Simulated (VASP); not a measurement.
# In3GaSb2N2 (P1) in VASP: single point with PBE

Aim: the single point of In3GaSb2N2 with PBE.

All numbers are computed with VASP 6.6.1; they aren't measurements. Logs are shortened: lines on timing, memory, paths and dates and some standing lists are left out, and cuts for length are marked.

**1. The cell of the first run**

The typed cell holds 8 atoms: a = 3.241 Å, b = 3.412 Å, c = 17.913 Å, α = 79.11°, β = 94.86°, γ = 118.14°.

**2. Single point, PBE**

Input file INCAR:

```
SYSTEM = In3GaSb2N2
PREC = Accurate
ENCUT = 520
EDIFF = 1E-6
ISMEAR = 0
SIGMA = 0.2
LREAL = .FALSE.
LASPH = .TRUE.
NELM = 60
ALGO = Normal
ISIF = 2
LWAVE = .FALSE.
LCHARG = .FALSE.
GGA = PE
NBANDS = 46
```

Input file KPOINTS:

```
Automatic mesh
0
G
  6 6 2
  0 0 0
```

Input file POSCAR:

```
In3GaSb2N2
1.0
    3.2375077499      0.0120933889     -0.1424639031
   -1.6077274538      2.9920678856      0.3219279479
   -0.7400251810      1.5428694113     17.8312646656
In Ga Sb N
3 1 2 2
Direct
    0.2459522556     -0.0701141473      0.5246637663
    0.4300476767      0.6549486037      0.1831074821
    0.4334338060      0.9647420929      0.8621808893
    0.1049966600      0.1556740077      0.0229313791
    0.4775952470      0.2256709754      0.6857903518
    0.4313165751      0.4959288020      0.3481421808
    0.1080624039      0.0600451177      0.1336999351
    0.4352620424      0.8464378812      0.9894840156
```

Potentials or basis: VASP PAW PBE potentials, release 64 (In_d, Ga_d, Sb, N).

Launch:

```
cat potpaw_PBE.64/In_d/POTCAR potpaw_PBE.64/Ga_d/POTCAR potpaw_PBE.64/Sb/POTCAR potpaw_PBE.64/N/POTCAR > POTCAR
mpirun -np 1 vasp_std > vasp.out
```

OUTCAR:

```text
SYSTEM = In3GaSb2N2
   PREC = Accurate
   ENCUT = 520
   EDIFF = 1E-6
   ISMEAR = 0
   LREAL = .FALSE.
   LASPH = .TRUE.
   NELM = 60
   ISIF = 2
   GGA = PE

 ion  position               nearest neighbor table
   1  0.246  0.930  0.525-   5 3.15   6 3.32   5 3.64   5 3.66
   2  0.430  0.655  0.183-   7 2.13   7 2.13   7 2.13   6 2.90   4 3.41   4 3.41   4 3.45
   3  0.433  0.965  0.862-   8 2.24   5 3.11   4 3.43   4 3.43   4 3.43
   4  0.105  0.156  0.023-   7 1.95   8 2.01   8 2.01   8 2.06   2 3.41   2 3.41   3 3.43   3 3.43
                             3 3.43   2 3.45
   5  0.478  0.226  0.686-   3 3.11   1 3.15   1 3.64   1 3.66
   6  0.431  0.496  0.348-   2 2.90   1 3.32
   7  0.108  0.060  0.134-   4 1.95   2 2.13   2 2.13   2 2.13
   8  0.435  0.846  0.989-   4 2.01   4 2.01   4 2.06   3 2.24

  LATTYP: Found a triclinic cell.
 ALAT       =     3.2406633032
 B/A-ratio  =     1.0528324986
 C/A-ratio  =     5.4280928311
 COS(alpha) =     0.0015726231
 COS(beta)  =     0.0052138795
 COS(gamma) =     0.4716316810

  Lattice vectors:

 A1 = (  -3.2375077499,  -0.0120933889,   0.1424639031)
 A2 = (  -1.6077274538,   2.9920678856,   0.3219279479)
 A3 = (  -0.8677022728,   1.4491984743, -17.5093367177)

Analysis of symmetry for initial positions (statically):
=====================================================================
 Subroutine PRICEL returns:
 Original cell was already a primitive cell.

 Routine SETGRP: Setting up the symmetry group for a
 triclinic supercell.

 Subroutine GETGRP returns: Found  1 space group operations
 (whereof  1 operations were pure point group operations)
 out of a pool of  2 trial point group operations.

The static configuration has the point symmetry C_1 .

Analysis of symmetry for dynamics (positions and initial velocities):
=====================================================================
 Subroutine PRICEL returns:
 Original cell was already a primitive cell.

 Routine SETGRP: Setting up the symmetry group for a
 triclinic supercell.

 Subroutine GETGRP returns: Found  1 space group operations
 (whereof  1 operations were pure point group operations)
 out of a pool of  2 trial point group operations.

The dynamic configuration has the point symmetry C_1 .

 Subroutine INISYM returns: Found  1 space group operations
 (whereof  1 operations are pure point group operations),
 and found     1 'primitive' translations

----------------------------------------------------------------------------------------

                                     Primitive cell

  volume of cell :     171.5024

  direct lattice vectors                    reciprocal lattice vectors
     3.237507750  0.012093389 -0.142463903     0.308192031  0.165767855 -0.001552795
    -1.607727454  2.992067886  0.321927948    -0.002538995  0.335992050 -0.029177447
    -0.740025181  1.542869411 17.831264666     0.002508157 -0.004741632  0.056595639

  length of vectors
     3.240663303  3.411875643 17.913181819     0.349948169  0.337266108  0.056849277

  position of ions in fractional coordinates (direct lattice)
     0.245952256  0.929885853  0.524663766
     0.430047677  0.654948604  0.183107482
     0.433433806  0.964742093  0.862180889
     0.104996660  0.155674008  0.022931379
     0.477595247  0.225670975  0.685790352
     0.431316575  0.495928802  0.348142181
     0.108062404  0.060045118  0.133699935
     0.435262042  0.846437881  0.989484016

  ion indices of the primitive-cell ions
   primitive index   ion index
                 1           1
                 2           2
                 3           3
                 4           4
                 5           5
                 6           6
                 7           7
                 8           8

----------------------------------------------------------------------------------------

 KPOINTS: Automatic mesh

Automatic generation of k-mesh.
 Grid dimensions read from file:
 generate k-points for:    6    6    2

 Generating k-lattice:

  Cartesian coordinates                     Fractional coordinates (reciprocal lattice)
     0.051365338  0.027627976 -0.000258799     0.166666667  0.000000000  0.000000000
    -0.000423166  0.055998675 -0.004862908    -0.000000000  0.166666667  0.000000000
     0.001254079 -0.002370816  0.028297820     0.000000000  0.000000000  0.500000000

  Length of vectors
     0.058324695  0.056211018  0.028424638

  Shift w.r.t. Gamma in fractional coordinates (k-lattice)
     0.000000000  0.000000000  0.000000000

 Subroutine IBZKPT returns following result:
 ===========================================

 Found     40 irreducible k-points:

 Following reciprocal coordinates:
            Coordinates               Weight
  0.000000  0.000000  0.000000      1.000000
  0.166667 -0.000000  0.000000      2.000000
  0.333333 -0.000000  0.000000      2.000000
  0.500000 -0.000000  0.000000      1.000000
 -0.000000  0.166667  0.000000      2.000000
  0.166667  0.166667  0.000000      2.000000
[... 16 lines left out ...]
  0.333333 -0.000000  0.500000      2.000000
  0.500000  0.000000  0.500000      1.000000
 [... further k-points ...]
   k-points           NKPTS =     40   k-points in BZ     NKDIM =     40   number of bands    NBANDS=     46
   number of dos      NEDOS =    301   number of ions     NIONS =      8
   total plane-waves  NPLWV =  94080
   dimension x,y,z NGX =    24 NGY =   28 NGZ =  140
   dimension x,y,z NGXF=    48 NGYF=   56 NGZF=  280
   ions per type =               3   1   2   2
   NGX,Y,Z   is equivalent  to a cutoff of  12.31, 13.64, 12.99 a.u.
   NGXF,Y,Z  is equivalent  to a cutoff of  24.62, 27.29, 25.99 a.u.
 SYSTEM =  In3GaSb2N2
   PREC   = accura    normal or accurate (medium, high low for compatibility)
   ISTART =      0    job   : 0-new  1-cont  2-samecut
   ICHARG =      2    charge: 1-file 2-atom 10-const
   ISPIN  =      1    spin polarized calculation?
   LNONCOLLINEAR =      F non collinear calculations
   LSORBIT =      F    spin-orbit coupling
   LASPH  =      T    aspherical Exc in radial PAW
   ENCUT  =  520.0 eV  38.22 Ry    6.18 a.u.   6.03  6.34 33.31*2*pi/ulx,y,z
   NELM   =     60;   NELMIN=  2; NELMDL= -5     # of ELM steps
   EDIFF  = 0.1E-05   stopping-criterion for ELM
   LREAL  =      F    real-space projection
   EDIFFG = 0.1E-04   stopping-criterion for IOM
   NSW    =      0    number of steps for IOM
   IBRION =     -1    ionic relax: 0-MD 1-quasi-New 2-CG
   NFREE  =      0    steps in history (QN), initial steepest desc. (CG)
   ISIF   =      2    stress and relaxation
   ISYM   =      2    0-nonsym 1-usesym 2-fastsym
   POTIM  = 0.5000    time-step for ionic-motion
   TEBEG  =    0.0;   TEEND  =   0.0 temperature during run
   PSTRESS=    0.0 pullay stress
   NELECT =      72.0000    total number of electrons
   NUPDOWN=      -1.0000    fix difference up-down
   EMIN   =  10.00;   EMAX   =-10.00  energy-range for DOS
   EFERMI =   0.00;   METHOD = LEGACY
   ISMEAR =     0;   SIGMA  =   0.20  broadening in eV -4-tet -1-fermi 0-gaus
   EFERMI_NEDOS =   21; number of points for ismear=-14 and -15
   IALGO  =     38    algorithm
   IMIX   =      4    mixing-type and parameters
     AMIX     =   0.40;   BMIX     =  1.00
     AMIX_MAG =   1.60;   BMIX_MAG =  1.00
  volume/ion in A,a.u.               =      21.44       144.67
  Fermi-wavevector in a.u.,A,eV,Ry     =   1.225826  2.316476 20.444798  1.502650
  Thomas-Fermi vector in A             =   2.360850
   LORBIT       =      0    0 simple, 1 ext, 2 COOP (PROOUT), +10 PAW based schemes
   GGA     = PE    functional components
   LHFCALC =     F    Hartree Fock is set to
   AEXX    =    0.0000 exact exchange contribution
   IVDW    =     0    specifies the selected vdW correction
   LEPSILON=     F    determine dielectric tensor
   LRPA    =     F    only Hartree local field effects (RPA)
 non-spin polarized calculation
 Gauss-broadening in eV      SIGMA  =   0.20
  energy-cutoff  :      520.00
  volume of cell :      171.50
 maximum number of plane-waves:      4640
   NGX = 13   NGY = 13   NGZ = 67

 number of electron      72.0000004 magnetization

 Free energy of the ion-electron system (eV)
  ---------------------------------------------------
  ext. energy  EPLUGINS =         0.00000000
  ---------------------------------------------------
  free energy    TOTEN  =       -35.10566513 eV

  energy without entropy =      -35.04316936  energy(sigma->0) =      -35.07441724

 E-fermi :   6.5479     XC(G=0): -10.1754

 val. band max:        6.5440503276   @ k =  -0.3333   0.1667   0.0000
 cond. band min:       6.5684946688   @ k =   0.5000   0.1667   0.5000
 fundamental gap:      0.0244443413
 Fermi energy:         6.5478690615

 k-point     1 :       0.0000    0.0000    0.0000
  band No.  band energies     occupation
      1      -9.0241      2.00000
      2      -8.7821      2.00000
      3      -7.9540      2.00000
      4      -7.9103      2.00000
      5      -7.9085      2.00000
      6      -7.8166      2.00000
[... 38 lines left out ...]
     45      15.0539      0.00000
     46      15.1669      0.00000

 k-point     2 :       0.1667   -0.0000    0.0000
  band No.  band energies     occupation
      1      -8.9430      2.00000
      2      -8.7726      2.00000
      3      -7.9006      2.00000
      4      -7.8714      2.00000
      5      -7.8639      2.00000
      6      -7.8030      2.00000
[... 38 lines left out ...]
     45      13.4758      0.00000
     46      13.8302      0.00000

 k-point     3 :       0.3333   -0.0000    0.0000
  band No.  band energies     occupation
      1      -8.9473      2.00000
      2      -8.7051      2.00000
      3      -7.9539      2.00000
      4      -7.9120      2.00000
      5      -7.8233      2.00000
      6      -7.7494      2.00000
[... 38 lines left out ...]
     45      12.0942      0.00000
     46      12.4894      0.00000

 k-point     4 :       0.5000   -0.0000    0.0000
  band No.  band energies     occupation
      1      -8.9933      2.00000
      2      -8.6719      2.00000
      3      -7.9881      2.00000
      4      -7.9468      2.00000
      5      -7.8658      2.00000
      6      -7.7615      2.00000
[... 920 lines left out ...]
     45      13.4191      0.00000
     46      13.7506      0.00000

 k-point    23 :       0.3333   -0.0000    0.5000
  band No.  band energies     occupation
      1      -8.9473      2.00000
      2      -8.7051      2.00000
      3      -7.9539      2.00000
      4      -7.9120      2.00000
      5      -7.8233      2.00000
      6      -7.7494      2.00000
[... 38 lines left out ...]
     45      12.0364      0.00000
     46      12.5247      0.00000

 k-point    24 :       0.5000    0.0000    0.5000
  band No.  band energies     occupation
      1      -8.9933      2.00000
      2      -8.6719      2.00000
      3      -7.9881      2.00000
      4      -7.9468      2.00000
      5      -7.8658      2.00000
      6      -7.7615      2.00000
[... 38 lines left out ...]
     45      11.6038      0.00000
     46      12.2828      0.00000

 [... further k-points ...]
[... 5 lines left out ...]
  --------------------------------------------------------------------------------------
  -------------------------------------------------------------------------------------
  Total       -0.0156143      0.1672514      0.0905285     -0.0126140      0.1415913     -0.0527042
  in kB       -0.1458695      1.5624652      0.8457182     -0.1178403      1.3227480     -0.4923632
  external PRESSURE =       0.7541047 kB  Pullay stress =       0.0000000 kB

 VOLUME and BASIS-vectors are now :
 -----------------------------------------------------------------------------
  energy-cutoff  :      520.00
  volume of cell :      171.50
      direct lattice vectors                 reciprocal lattice vectors
     3.237507750  0.012093389 -0.142463903     0.308192031  0.165767855 -0.001552795
    -1.607727454  2.992067886  0.321927948    -0.002538995  0.335992050 -0.029177447
    -0.740025181  1.542869411 17.831264666     0.002508157 -0.004741632  0.056595639

 POSITION                                       TOTAL-FORCE (eV/Angst)
 -----------------------------------------------------------------------------------
     -1.08700      3.59474      9.61974        -0.003157     -0.001495      0.004571
      0.20380      2.24736      3.41462         0.002684     -0.002965      0.005698
     -0.78583      4.22205     15.62260        -0.000209      0.002856     -0.025579
      0.07268      0.50244      0.44405        -0.000492     -0.002015      0.018254
      0.67590      1.73908     12.23312        -0.000222      0.002204     -0.009287
      0.34144      2.02621      6.30602         0.002694      0.003445      0.007679
      0.15438      0.38725      2.38797        -0.001416     -0.000935     -0.005878
     -0.68392      4.06451     17.85423         0.000119     -0.001094      0.004541
 -----------------------------------------------------------------------------------
    total drift:                                0.000007      0.001200     -0.000934

  FREE ENERGIE OF THE ION-ELECTRON SYSTEM (eV)
  ---------------------------------------------------
  free  energy   TOTEN  =       -35.1056651266 eV

  energy  without entropy=      -35.0431693624  energy(sigma->0) =      -35.07441724
```

Wall time 3.7 min (1 thread of Intel Xeon 6975P-C (Granite Rapids), shared host); peak memory 0.49 GiB.

What came out:

| Item | Value |
| --- | --- |
| Free energy | -35.1057 eV |
| Pressure | 0.1 GPa |
| Largest force | 0.026 eV/Å |
| Band gap on the k mesh | zero (band 36 reaches 8.88 eV, above the bottom of band 37 at 5.80 eV) |

Forces in eV/Å, atoms in the order of the input:
```
In  -0.003 -0.001  0.005
In   0.003 -0.003  0.006
In   0.000  0.003 -0.026
Ga   0.000 -0.002  0.018
Sb   0.000  0.002 -0.009
Sb   0.003  0.003  0.008
N   -0.001 -0.001 -0.006
N    0.000 -0.001  0.005
```

Stress tensor (GPa, compression positive):
```
-0.01 -0.01 -0.05
-0.01  0.16  0.13
-0.05  0.13  0.08
```

Caveat: the k points lie up to 0.37 Å⁻¹ apart; spin-orbit coupling is left out, which moves the levels of the heavy elements.
